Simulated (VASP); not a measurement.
# Cu (I4/mmm) in VASP: further runs

The runs below take Cu through single point, with LDA.

Program: VASP 6.6.1. These are calculated values, not measurements. Logs are shortened: lines on timing, memory, paths and dates and some standing lists are left out, and cuts for length are marked.

## Step 1: The cell of the first run

It takes space group I4/mmm (No. 139, tetragonal). The conventional cell has a = 2.886 Å, b = 2.886 Å, c = 2.752 Å, α = 90.00°, β = 90.00°, γ = 90.00°. Within 3.2 Å of Cu (site symmetry 4/mmm) lie 14 Cu at 2.46 to 2.89 Å.

## Step 2: Single point, LDA

INCAR

```
  PREC = Accurate
  ENCUT = 520
  EDIFF = 1E-6
  ISMEAR = -1
  SIGMA = 0.1
  LREAL = False
  LASPH = True
  NELM = 100
  ALGO = Normal
  ISIF = 2
  LWAVE = False
  LCHARG = False
  GGA = CA
  NBANDS = 12
```

KPOINTS

```
Automatic mesh
0
Gamma
  14 14 14
```

POSCAR

```
Cu
1.0
   -1.4427900000      1.4427900000      1.3760800000
    1.4427900000     -1.4427900000      1.3760800000
    1.4427900000      1.4427900000     -1.3760800000
Cu
1
Direct
    0.0000000000      0.0000000000      0.0000000000
```

Potentials or basis: VASP PAW LDA potentials, release 64 (Cu).

Command:

```console
cat potpaw_LDA.64/Cu/POTCAR > POTCAR
mpirun -np 1 vasp_std > vasp.out
```

OUTCAR:

```text
PREC = Accurate
   ENCUT = 520
   EDIFF = 1E-6
   ISMEAR = -1
   LREAL = False
   LASPH = True
   NELM = 100
   ISIF = 2
   GGA = CA

 ion  position               nearest neighbor table
   1  0.000  0.000  0.000-

  LATTYP: Found a body centered tetragonal cell.
 ALAT       =     2.8855800000
 C/A-ratio  =     0.9537631949

  Lattice vectors:

 A1 = (  -1.4427900000,   1.4427900000,   1.3760800000)
 A2 = (   1.4427900000,  -1.4427900000,   1.3760800000)
 A3 = (   1.4427900000,   1.4427900000,  -1.3760800000)

Analysis of symmetry for initial positions (statically):
=====================================================================
 Subroutine PRICEL returns:
 Original cell was already a primitive cell.

 Routine SETGRP: Setting up the symmetry group for a
 body centered tetragonal supercell.

 Subroutine GETGRP returns: Found 16 space group operations
 (whereof 16 operations were pure point group operations)
 out of a pool of 16 trial point group operations.

The static configuration has the point symmetry D_4h.

Analysis of symmetry for dynamics (positions and initial velocities):
=====================================================================
 Subroutine PRICEL returns:
 Original cell was already a primitive cell.

 Routine SETGRP: Setting up the symmetry group for a
 body centered tetragonal supercell.

 Subroutine GETGRP returns: Found 16 space group operations
 (whereof 16 operations were pure point group operations)
 out of a pool of 16 trial point group operations.

The dynamic configuration has the point symmetry D_4h.

 Subroutine INISYM returns: Found 16 space group operations
 (whereof 16 operations are pure point group operations),
 and found     1 'primitive' translations

----------------------------------------------------------------------------------------

                                     Primitive cell

  volume of cell :      11.4580

  direct lattice vectors                    reciprocal lattice vectors
    -1.442790000  1.442790000  1.376080000     0.000000000  0.346550780  0.363350968
     1.442790000 -1.442790000  1.376080000     0.346550780  0.000000000  0.363350968
     1.442790000  1.442790000 -1.376080000     0.346550780  0.346550780  0.000000000

  length of vectors
     2.461073370  2.461073370  2.461073370     0.502116888  0.502116888  0.490096813

  position of ions in fractional coordinates (direct lattice)
     0.000000000  0.000000000  0.000000000

  ion indices of the primitive-cell ions
   primitive index   ion index
                 1           1

----------------------------------------------------------------------------------------

 KPOINTS: Automatic mesh

Automatic generation of k-mesh.
 Grid dimensions read from file:
 generate k-points for:   14   14   14

 Generating k-lattice:

  Cartesian coordinates                     Fractional coordinates (reciprocal lattice)
     0.000000000  0.024753627  0.025953641     0.071428571  0.000000000  0.000000000
     0.024753627  0.000000000  0.025953641     0.000000000  0.071428571  0.000000000
     0.024753627  0.024753627  0.000000000     0.000000000  0.000000000  0.071428571

  Length of vectors
     0.035865492  0.035865492  0.035006915

  Shift w.r.t. Gamma in fractional coordinates (k-lattice)
     0.000000000  0.000000000  0.000000000

 Subroutine IBZKPT returns following result:
 ===========================================

 Found    244 irreducible k-points:

 Following reciprocal coordinates:
            Coordinates               Weight
  0.000000  0.000000  0.000000      1.000000
  0.071429  0.000000 -0.000000      8.000000
  0.142857  0.000000  0.000000      8.000000
  0.214286  0.000000  0.000000      8.000000
  0.285714  0.000000  0.000000      8.000000
  0.357143  0.000000  0.000000      8.000000
[... 16 lines left out ...]
  0.214286  0.142857  0.000000     16.000000
  0.285714  0.142857  0.000000     16.000000
 [... further k-points ...]
   k-points           NKPTS =    244   k-points in BZ     NKDIM =    244   number of bands    NBANDS=     12
   number of dos      NEDOS =    301   number of ions     NIONS =      1
   total plane-waves  NPLWV =   5832
   dimension x,y,z NGX =    18 NGY =   18 NGZ =   18
   dimension x,y,z NGXF=    36 NGYF=   36 NGZF=   36
   ions per type =               1
   NGX,Y,Z   is equivalent  to a cutoff of  12.16, 12.16, 12.16 a.u.
   NGXF,Y,Z  is equivalent  to a cutoff of  24.32, 24.32, 24.32 a.u.
 SYSTEM =  unknown system
   PREC   = accura    normal or accurate (medium, high low for compatibility)
   ISTART =      0    job   : 0-new  1-cont  2-samecut
   ICHARG =      2    charge: 1-file 2-atom 10-const
   ISPIN  =      1    spin polarized calculation?
   LNONCOLLINEAR =      F non collinear calculations
   LSORBIT =      F    spin-orbit coupling
   LASPH  =      T    aspherical Exc in radial PAW
   ENCUT  =  520.0 eV  38.22 Ry    6.18 a.u.   4.58  4.58  4.58*2*pi/ulx,y,z
   NELM   =    100;   NELMIN=  2; NELMDL= -5     # of ELM steps
   EDIFF  = 0.1E-05   stopping-criterion for ELM
   LREAL  =      F    real-space projection
   EDIFFG = 0.1E-04   stopping-criterion for IOM
   NSW    =      0    number of steps for IOM
   IBRION =     -1    ionic relax: 0-MD 1-quasi-New 2-CG
   NFREE  =      0    steps in history (QN), initial steepest desc. (CG)
   ISIF   =      2    stress and relaxation
   ISYM   =      2    0-nonsym 1-usesym 2-fastsym
   POTIM  = 0.5000    time-step for ionic-motion
   TEBEG  =    0.0;   TEEND  =   0.0 temperature during run
   PSTRESS=    0.0 pullay stress
   NELECT =      11.0000    total number of electrons
   NUPDOWN=      -1.0000    fix difference up-down
   EMIN   =  10.00;   EMAX   =-10.00  energy-range for DOS
   EFERMI =   0.00;   METHOD = LEGACY
   ISMEAR =    -1;   SIGMA  =   0.10  broadening in eV -4-tet -1-fermi 0-gaus
   EFERMI_NEDOS =   21; number of points for ismear=-14 and -15
   IALGO  =     38    algorithm
   IMIX   =      4    mixing-type and parameters
     AMIX     =   0.40;   BMIX     =  1.00
     AMIX_MAG =   1.60;   BMIX_MAG =  1.00
  volume/ion in A,a.u.               =      11.46        77.32
  Fermi-wavevector in a.u.,A,eV,Ry     =   1.614987  3.051883 35.486493  2.608184
  Thomas-Fermi vector in A             =   2.709807
   LORBIT       =      0    0 simple, 1 ext, 2 COOP (PROOUT), +10 PAW based schemes
   GGA     = CA    functional components
   LHFCALC =     F    Hartree Fock is set to
   AEXX    =    0.0000 exact exchange contribution
   IVDW    =     0    specifies the selected vdW correction
   LEPSILON=     F    determine dielectric tensor
   LRPA    =     F    only Hartree local field effects (RPA)
 non-spin polarized calculation
  energy-cutoff  :      520.00
  volume of cell :       11.46
 maximum number of plane-waves:       325
   NGX =  9   NGY =  9   NGZ =  9

 number of electron      10.9999998 magnetization

 Free energy of the ion-electron system (eV)
  ---------------------------------------------------
  ext. energy  EPLUGINS =         0.00000000
  ---------------------------------------------------
  free energy    TOTEN  =        -4.65820905 eV

  energy without entropy =       -4.64442900  energy(sigma->0) =       -4.65131903

 E-fermi :   7.7343     XC(G=0): -13.2824

 val. band max:        7.7293765405   @ k =   0.2143   0.1429   0.1429
 cond. band min:       7.7438411351   @ k =   0.5000   0.1429   0.0714
 fundamental gap:      0.0144645946
 Fermi energy:         7.7343333711

 k-point     1 :       0.0000    0.0000    0.0000
  band No.  band energies     occupation
      1      -1.8514      2.00000
      2       4.3438      2.00000
      3       4.5407      2.00000
      4       4.5407      2.00000
      5       5.4299      2.00000
      6       5.6424      2.00000
      7      32.6573      0.00000
      8      32.6573      0.00000
      9      33.9139      0.00000
     10      36.4407      0.00000
     11      36.4407      0.00000
     12      36.7357      0.00000

 k-point     2 :       0.0714    0.0000   -0.0000
  band No.  band energies     occupation
      1      -1.6472      2.00000
      2       4.3510      2.00000
      3       4.5354      2.00000
      4       4.5725      2.00000
      5       5.4301      2.00000
      6       5.6132      2.00000
      7      31.3298      0.00000
      8      32.1253      0.00000
      9      32.4930      0.00000
     10      34.4319      0.00000
     11      35.0187      0.00000
     12      35.7578      0.00000

 k-point     3 :       0.1429    0.0000    0.0000
  band No.  band energies     occupation
      1      -1.0471      2.00000
      2       4.2749      2.00000
      3       4.5063      2.00000
      4       4.7642      2.00000
      5       5.4276      2.00000
      6       5.5631      2.00000
      7      27.7007      0.00000
      8      30.5660      0.00000
      9      31.0112      0.00000
     10      32.2338      0.00000
     11      33.8706      0.00000
     12      36.0705      0.00000
[... 286 lines left out ...]
 k-point    23 :       0.2143    0.1429    0.0000
  band No.  band energies     occupation
      1       1.5669      2.00000
      2       3.9915      2.00000
      3       4.1765      2.00000
      4       5.3555      2.00000
      5       5.7225      2.00000
      6       5.9585      2.00000
      7      20.3016      0.00000
      8      22.6145      0.00000
      9      26.5934      0.00000
     10      32.2358      0.00000
     11      35.2467      0.00000
     12      37.2871      0.00000

 k-point    24 :       0.2857    0.1429    0.0000
  band No.  band energies     occupation
      1       2.4400      2.00000
      2       3.8340      2.00000
      3       4.4116      2.00000
      4       5.4062      2.00000
      5       5.8104      2.00000
      6       6.7433      1.99990
      7      16.8930      0.00000
      8      21.4688      0.00000
      9      25.6144      0.00000
     10      31.7590      0.00000
     11      35.9246      0.00000
     12      37.5522      0.00000

 [... further k-points ...]

------------------------ aborting loop because EDIFF is reached ----------------------------------------

  FORCE on cell =-STRESS in cart. coord.  units (eV):
  Direction    XX          YY          ZZ          XY          YZ          ZX
  --------------------------------------------------------------------------------------
  -------------------------------------------------------------------------------------
  Total       -0.4814417     -0.4814417     -0.5242443      0.0000000      0.0000000      0.0000000
  in kB      -67.3200353    -67.3200353    -73.3051323      0.0000000      0.0000000      0.0000000
  external PRESSURE =     -69.3150676 kB  Pullay stress =       0.0000000 kB

 VOLUME and BASIS-vectors are now :
 -----------------------------------------------------------------------------
  energy-cutoff  :      520.00
  volume of cell :       11.46
      direct lattice vectors                 reciprocal lattice vectors
    -1.442790000  1.442790000  1.376080000     0.000000000  0.346550780  0.363350968
     1.442790000 -1.442790000  1.376080000     0.346550780  0.000000000  0.363350968
     1.442790000  1.442790000 -1.376080000     0.346550780  0.346550780  0.000000000

 POSITION                                       TOTAL-FORCE (eV/Angst)
 -----------------------------------------------------------------------------------
      0.00000      0.00000      0.00000         0.000000     -0.000000      0.000000
 -----------------------------------------------------------------------------------
    total drift:                                0.000000      0.000000      0.000000

  FREE ENERGIE OF THE ION-ELECTRON SYSTEM (eV)
  ---------------------------------------------------
  free  energy   TOTEN  =        -4.6582090519 eV

  energy  without entropy=       -4.6444290031  energy(sigma->0) =       -4.65131903
```

Run time: 19 s. Hardware: 1 thread of Intel Xeon 6975P-C, shared host; peak memory 0.14 GiB.

What came out:

```yaml
Free_energy: -4.6582 eV
Pressure: -6.9 GPa
```

Stress tensor (GPa, compression positive):
```
-6.73  0.00  0.00
 0.00 -6.73  0.00
 0.00  0.00 -7.33
```

## Step 3: Single point, LDA

INCAR

```
SYSTEM = Cu
PREC = Accurate
ENCUT = 520
EDIFF = 1E-7
ISMEAR = -1
SIGMA = 0.1
LREAL = .FALSE.
LASPH = .TRUE.
NELM = 60
ALGO = Normal
ISIF = 2
LWAVE = .FALSE.
LCHARG = .FALSE.
NBANDS = 12
```

KPOINTS

```
regular mesh
0
G
  14 14 14
  0 0 0
```

POSCAR is that of step 2.

Potentials or basis: VASP PAW LDA potentials, release 64 (Cu).

Command:

```console
cat potpaw_LDA.64/Cu/POTCAR > POTCAR
mpirun -np 1 vasp_std > vasp.out
```

OUTCAR:

```text
SYSTEM = Cu
   PREC = Accurate
   ENCUT = 520
   EDIFF = 1E-7
   ISMEAR = -1
   LREAL = .FALSE.
   LASPH = .TRUE.
   NELM = 60
   ISIF = 2

 ion  position               nearest neighbor table
   1  0.000  0.000  0.000-

  LATTYP: Found a body centered tetragonal cell.
 ALAT       =     2.8855800000
 C/A-ratio  =     0.9537631949

  Lattice vectors:

 A1 = (  -1.4427900000,   1.4427900000,   1.3760800000)
 A2 = (   1.4427900000,  -1.4427900000,   1.3760800000)
 A3 = (   1.4427900000,   1.4427900000,  -1.3760800000)

Analysis of symmetry for initial positions (statically):
=====================================================================
 Subroutine PRICEL returns:
 Original cell was already a primitive cell.

 Routine SETGRP: Setting up the symmetry group for a
 body centered tetragonal supercell.

 Subroutine GETGRP returns: Found 16 space group operations
 (whereof 16 operations were pure point group operations)
 out of a pool of 16 trial point group operations.

The static configuration has the point symmetry D_4h.

Analysis of symmetry for dynamics (positions and initial velocities):
[... 169 lines left out ...]
      5       5.4299      2.00000
      6       5.6424      2.00000
      7      32.6573      0.00000
      8      32.6573      0.00000
      9      33.9139      0.00000
     10      36.4407      0.00000
     11      36.4407      0.00000
     12      36.7357      0.00000
[... 331 lines left out ...]
 k-point    24 :       0.2857    0.1429    0.0000
  band No.  band energies     occupation
      1       2.4400      2.00000
      2       3.8340      2.00000
      3       4.4116      2.00000
      4       5.4062      2.00000
      5       5.8104      2.00000
      6       6.7433      1.99990
      7      16.8930      0.00000
      8      21.4688      0.00000
      9      25.6144      0.00000
     10      31.7590      0.00000
     11      35.9246      0.00000
     12      37.5522      0.00000

 [... further k-points ...]

------------------------ aborting loop because EDIFF is reached ----------------------------------------

  FORCE on cell =-STRESS in cart. coord.  units (eV):
  Direction    XX          YY          ZZ          XY          YZ          ZX
  --------------------------------------------------------------------------------------
  -------------------------------------------------------------------------------------
  Total       -0.4823027     -0.4823027     -0.5251471      0.0000000     -0.0000000     -0.0000000
  in kB      -67.4404271    -67.4404271    -73.4313678      0.0000000     -0.0000000     -0.0000000
  external PRESSURE =     -69.4374073 kB  Pullay stress =       0.0000000 kB

 VOLUME and BASIS-vectors are now :
 -----------------------------------------------------------------------------
  energy-cutoff  :      520.00
  volume of cell :       11.46
      direct lattice vectors                 reciprocal lattice vectors
    -1.442790000  1.442790000  1.376080000     0.000000000  0.346550780  0.363350968
     1.442790000 -1.442790000  1.376080000     0.346550780  0.000000000  0.363350968
     1.442790000  1.442790000 -1.376080000     0.346550780  0.346550780  0.000000000

 POSITION                                       TOTAL-FORCE (eV/Angst)
 -----------------------------------------------------------------------------------
      0.00000      0.00000      0.00000         0.000000     -0.000000      0.000000
 -----------------------------------------------------------------------------------
    total drift:                                0.000000      0.000000      0.000000

  FREE ENERGIE OF THE ION-ELECTRON SYSTEM (eV)
  ---------------------------------------------------
  free  energy   TOTEN  =        -4.6582090519 eV

  energy  without entropy=       -4.6444290104  energy(sigma->0) =       -4.65131903
```

OSZICAR:

```text
N       E                     dE             d eps       ncg     rms          rms(c)
DAV:   1     0.406344655925E+02    0.40634E+02   -0.54015E+03  6640   0.156E+03
DAV:   2    -0.434808517459E+01   -0.44983E+02   -0.41505E+02  6056   0.206E+02
DAV:   3    -0.564793228378E+01   -0.12998E+01   -0.12942E+01  6792   0.399E+01
DAV:   4    -0.565595163408E+01   -0.80194E-02   -0.80181E-02  6632   0.275E+00
DAV:   5    -0.565603038515E+01   -0.78751E-04   -0.78750E-04  6824   0.279E-01    0.791E+00
DAV:   6    -0.505980925378E+01    0.59622E+00   -0.14962E+01  6808   0.762E+01    0.399E+00
DAV:   7    -0.467515952808E+01    0.38465E+00   -0.23875E+00  6908   0.305E+01    0.643E-01
DAV:   8    -0.465935719836E+01    0.15802E-01   -0.75478E-03  7360   0.935E-01    0.242E-01
DAV:   9    -0.465819671969E+01    0.11605E-02   -0.52595E-03  7484   0.123E+00    0.158E-02
DAV:  10    -0.465820724419E+01   -0.10524E-04   -0.27532E-05  7596   0.802E-02    0.475E-03
DAV:  11    -0.465820905031E+01   -0.18061E-05   -0.55230E-07  7132   0.122E-02    0.443E-04
DAV:  12    -0.465820905192E+01   -0.16128E-08   -0.11668E-08  3640   0.140E-03
   1 F= -.46582091E+01 E0= -.46513190E+01  d E =-.137800E-01
```

stdout:

```text
POSCAR found type information on POSCAR Cu
 POSCAR found :  1 types and       1 ions
 scaLAPACK will be used
 LDA part: xc-table for (Slater(with rela. corr.)+CA(PZ))
 , standard interpolation
 POSCAR, INCAR and KPOINTS ok, starting setup
 FFT: planning ... GRIDC
 FFT: planning ... GRID_SOFT
 FFT: planning ... GRID
 WAVECAR not read
 entering main loop
```

Wall time 12 s (1 thread of Intel Xeon 6975P-C, shared host); peak memory 0.14 GiB.

Results:

| Quantity | Value |
| --- | --- |
| Free energy | -4.6582 eV |
| Pressure | -6.9 GPa |

Levels at points of the mesh, in eV from the Fermi level:
```tsv
k point	band 4	band 5	band 6	band 7	band 8	band 9
(0.00, 0.00, 0.00)	-3.19	-2.30	-2.09	24.92	24.92	26.18
(0.50, 0.00, 0.00)	-2.00	-1.42	-0.53	4.66	17.32	17.35
(0.50, 0.50, 0.00)	-2.13	-1.45	-0.89	4.13	18.62	18.74
(0.50, 0.50, 0.50)	-1.62	-1.57	7.67	7.67	9.50	13.46
```
